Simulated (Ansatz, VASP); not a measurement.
One calculation of Sb, two programs

The input INCAR:

```
PREC     = Accurate       # precision mode
ENCUT    = 520            # plane-wave cutoff, eV
EDIFF    = 1E-7           # SCF threshold, eV
ISMEAR   = -1             # smearing method
SIGMA    = 0.05           # smearing width, eV
LREAL    = False          # projectors in reciprocal space
LASPH    = True           # aspherical terms in the spheres
NELM     = 80             # most SCF steps
ALGO     = Normal         # electronic algorithm
ISIF     = 2              # what is computed and relaxed
LWAVE    = False          # write WAVECAR
LCHARG   = False          # write CHGCAR
GGA      = PS             # functional
NBANDS   = 8              # bands
```

File KPOINTS:

```
Automatic mesh
0
Gamma
  13 13 13
```

Contents of POSCAR:

```
Sb
1.0
    3.1600000000      0.0000000000      0.0000000000
    0.0000000000      3.1600000000      0.0000000000
    0.0000000000      0.0000000000      3.2232000000
Sb
1
Direct
    0.0000000000      0.0000000000      0.0000000000
```

Input for Ansatz:

```yaml
crystal:
  lattice:
    - [3.16, 0.0, 0.0]
    - [0.0, 3.16, 0.0]
    - [0.0, 0.0, 3.2232]
  atoms:
    - { symbol: Sb, position: [0.0, 0.0, 0.0] }
kpoints:
  mp_grid: { grid: [13, 13, 13] }
  band_path:
    path:
      - [0.0, 0.0, 0.0]
      - [0.0, 0.5, 0.0]
      - [0.5, 0.5, 0.0]
      - [0.0, 0.0, 0.0]
      - [0.0, 0.0, 0.5]
      - [0.0, 0.5, 0.5]
      - [0.5, 0.5, 0.5]
      - [0.0, 0.0, 0.5]
      - [0.0, 0.5, 0.0]
    npoints: 5
scf:
  occupations: { method: fermi_dirac, width: 0.05 }
hamiltonian:
  xc: pbesol
  pseudopotentials: { kind: all_electron, lapw: { basis_error: 0.001 } }
output:
  forces: true
  stress: true
  eigenvalues: true
```

Change from the starting cell: zz strain of +2 %.

Alike in both runs: task single point; functional PBEsol; k mesh 13 × 13 × 13; occupations fermi-dirac, width 0.05 eV; no spin polarisation.

```csv
,VASP,Ansatz
version,VASP 6.6.1,Ansatz 0.2.0
potentials or method,"VASP PAW PBE potentials, release 64 (Sb), cutoff 520 eV","all-electron LAPW, scalar-relativistic"
```

```tsv
	VASP	Ansatz	Ansatz less VASP
pressure (GPa)	-5.6	-5.6	-0.02
traceless stress, the component that is largest in VASP (GPa)	-1.64	-1.63	+0.010
```

VASP's potentials were made for PBE, not for PBEsol. Ansatz ran all-electron here, and VASP with PAW potentials.

Neither program's run includes spin-orbit coupling.
